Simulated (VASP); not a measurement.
MgO: single point with HSE06

The system is MgO.

```xyz
2
Lattice="0.0507 2.1529 2.1529 2.1529 0.0507 2.1529 2.1529 2.1529 0.0507" Properties=species:S:1:pos:R:3 pbc="T T T"
Mg    0.0000    0.0000    0.0000
O     2.1783    2.1783    2.1783
```

This cell differs from its parent crystal: strain along [111] +3.6%.

```json
{
  "Program": "VASP 6.6.1",
  "Task": "single point",
  "Functional": "HSE06",
  "Potentials or basis": "VASP PAW PBE potentials, release 64 (Mg, O)",
  "Cutoff": "520 eV",
  "k mesh": "8 × 8 × 8",
  "Occupations": "gaussian, width 0.01 eV",
  "Spin": "no spin polarisation",
  "Dipole correction": "no",
  "Grid for exact exchange (PRECFOCK)": "Normal",
  "Further INCAR settings": "ALGO = Normal; EDIFF = 1e-06; NBANDS = 11",
  "Share of exact exchange": "0.25",
  "Screening parameter": "0.2079 1/Å"
}
```

| Property | Result |
| --- | --- |
| Pressure | -6.2 GPa |
| Band gap on the k mesh | 6.01 eV |

Stress tensor (GPa, compression positive):
```
-6.17 -3.74 -3.74
-3.74 -6.17 -3.74
-3.74 -3.74 -6.17
```

Levels at points of the mesh, in eV from the valence-band top:
```
           k point  band 1  band 2  band 3  band 4  band 5  band 6  band 7  band 8  band 9
(0.00, 0.00, 0.00)  -18.76   -0.27    0.00    0.00    6.01   16.82   17.81   17.81   21.28
(0.50, 0.00, 0.00)  -17.46   -4.84   -0.91   -0.72    9.27   14.51   17.52   17.96   22.34
(0.50, 0.50, 0.00)  -17.22   -4.34   -1.65   -1.37   10.60   11.51   14.89   20.59   21.01
(0.50, 0.50, 0.50)  -17.58   -5.01   -0.61   -0.61    9.61   14.00   18.41   18.41   22.80
```

Wall time 56 min on 1 thread of AMD EPYC 7R13 Processor (Zen 3) (shared host), peak memory 0.24 GiB.

Caveat: the cell differs from its parent crystal (strain along [111] +3.6%); the cell stands under tension; the PAW data sets were made with another functional, which shifts forces and pressure a little.
